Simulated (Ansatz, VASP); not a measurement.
# Pd: VASP beside Ansatz

```
Pd
1.0
     0.00000    2.30962    4.86535
     1.35497    0.00000    4.86535
     1.35497    2.30962    0.00000
Pd
2
Direct
  0.86869 0.86869 0.13131
  0.13131 0.13131 0.86869
```

Alike in both runs: functional PBEsol; k mesh 24 × 24 × 24; occupations gaussian, width 0.1 eV; no spin polarisation.

Ansatz relaxed the structure, and its values are those at the end. VASP's run is a single point on that final structure, the one shown.

|  | VASP | Ansatz |
| --- | --- | --- |
| version | VASP 6.6.1 | Ansatz 0.2.0 |
| potentials or method | VASP PAW PBE potentials, release 64 (Pd), cutoff 520 eV | scalar-relativistic, plane waves, PAW |
| valence electrons in the cell | 20 | 36 |

```tsv
	VASP	Ansatz	Ansatz less VASP
gap on the k mesh at the Fermi level (eV)	none	none	-
pressure (GPa)	-0.3	0.0	+0.36
rms of the force components (eV/Å)	0.006	0.002	-0.0034
```

VASP's potentials were made for PBE, not for PBEsol. A gap of «none» marks a metal or a gap that the smearing closes. VASP's potentials hold 20 valence electrons a cell and Ansatz's 36, so a difference there can come from the potentials and not from the codes.
